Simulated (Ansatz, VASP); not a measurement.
## ScH5 in VASP and in Ansatz

File INCAR:

```
SYSTEM = ScH5
  PREC = Accurate
  ENCUT = 600
  EDIFF = 1E-7
  ISMEAR = 0
  SIGMA = 0.1
  LREAL = .False.
  LASPH = .True.
  NELM = 100
  ALGO = Normal
  ISIF = 3
  LWAVE = .False.
  LCHARG = .False.
  GGA = PE
  IBRION = 2
  NSW = 90
  EDIFFG = -0.04
```

The input KPOINTS:

```
Automatic mesh
0
Gamma
  4 4 4
  0 0 0
```

POSCAR

```
ScH5
1.0
    3.7583290900      0.0000000000      0.0000000000
    0.0000000000      3.7583290900      0.0000000000
    0.0000000000      0.0000000000      3.7583290900
Sc H
1 5
Direct
    0.5000000000      0.5000000000      0.5000000000
    0.2685177900      0.2685177900      0.2685177900
    0.7314822100      0.7314822100      0.2685177900
    0.7314822100      0.2685177900      0.7314822100
    0.2685177900      0.7314822100      0.7314822100
    0.0000000000      0.0000000000      0.0000000000
```

Input for Ansatz:

```yaml
crystal:
  lattice:
    - [3.75832909, 0.0, 0.0]
    - [0.0, 3.75832909, 0.0]
    - [0.0, 0.0, 3.75832909]
  atoms:
    - { symbol: Sc, position: [0.5, 0.5, 0.5] }
    - { symbol: H, position: [0.26851779, 0.26851779, 0.26851779] }
    - { symbol: H, position: [0.73148221, 0.73148221, 0.26851779] }
    - { symbol: H, position: [0.73148221, 0.26851779, 0.73148221] }
    - { symbol: H, position: [0.26851779, 0.73148221, 0.73148221] }
    - { symbol: H, position: [0.0, 0.0, 0.0] }
basis:
  ecutwfc: 420
kpoints:
  mp_grid: { grid: [4, 4, 4] }
hamiltonian:
  xc: pbe
scf:
  occupations: { method: gaussian, width: 0.1 }
  lower_state_search: "off"
output:
  forces: true
  stress: true
  eigenvalues: true
relax:
  adjacent_minimum: "off"
  f_tol: 0.04
  max_steps: 70
  cell: { stress_tol: 0.4 }
```

Alike in both runs: task relaxation of cell and atoms; functional PBE; k mesh 4 × 4 × 4; occupations gaussian, width 0.1 eV; no spin polarisation.

|  | VASP | Ansatz |
| --- | --- | --- |
| version | VASP 6.6.1 | Ansatz 0.2.0 |
| potentials or method | VASP PAW PBE potentials, release 64 (Sc_sv, H), cutoff 600 eV | scalar-relativistic, plane waves, PAW |
| valence electrons in the cell | 16 | 16 |

Ansatz gave:

```
gap on the k mesh at the Fermi level, each at its own relaxed structure (eV) : 1.16
relaxed volume (Å³/atom)                                                     : 7.96
relaxed cell length with the largest relative difference (Å)                 : 3.628
```

Problem. What did VASP give for the same quantities?

Solution. gap on the k mesh at the Fermi level, each at its own relaxed structure (eV): 1.13; relaxed volume (Å³/atom): 7.93; relaxed cell length with the largest relative difference (Å): 3.624.
